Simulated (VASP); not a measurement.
Wanted: the native input for a VASP 6.6.1 run.

```
Task                   : single point
Functional             : LDA
Potentials or basis    : VASP PAW LDA potentials, release 64 (Ti_sv, Si)
Cutoff                 : 520 eV
k mesh                 : 10 × 11 × 13
Occupations            : gaussian, width 0.05 eV
Spin                   : no spin polarisation
Dipole correction      : no
Further INCAR settings : ALGO = Normal; EDIFF = 1e-06; NBANDS = 17
```

The structure of TiSi2 lies in POSCAR:

```
TiSi2
1.0
   -1.4728720000      1.7121300000      4.2120830000
    1.4728720000     -1.7121300000      4.2120830000
    1.4728720000      1.7121300000     -4.2120830000
Ti Si
1 2
Direct
    0.0000000000      0.0000000000      0.0000000000
    0.3299220006      0.3299220006      0.0000000000
    0.6700779994      0.6700779994      0.0000000000
```

The input as run:

INCAR

```
SYSTEM = TiSi2
PREC = Accurate
ENCUT = 520
EDIFF = 1E-6
ISMEAR = 0
SIGMA = 0.05
LREAL = .FALSE.
LASPH = .TRUE.
NELM = 80
ALGO = Normal
ISIF = 2
LWAVE = .FALSE.
LCHARG = .TRUE.
LELF = .TRUE.
LVHAR = .TRUE.
NBANDS = 17
```

KPOINTS

```
regular mesh
0
G
  10 11 13
  0 0 0
```

Potentials or basis: VASP PAW LDA potentials, release 64 (Ti_sv, Si).

Command:

```sh
$ cat potpaw_LDA.64/Ti_sv/POTCAR potpaw_LDA.64/Si/POTCAR > POTCAR
$ mpirun -np 1 vasp_std > vasp.out
```

It gave:

- Pressure: -6.4 GPa
- Largest force: 0.101 eV/Å
- Band gap on the k mesh: zero (band 10 reaches 11.15 eV, above the bottom of band 11 at 8.85 eV)

Wall time 19 min on 1 thread of AMD EPYC 7R43 64-Core Processor (Zen 3), on a shared host, peak memory 0.53 GiB.
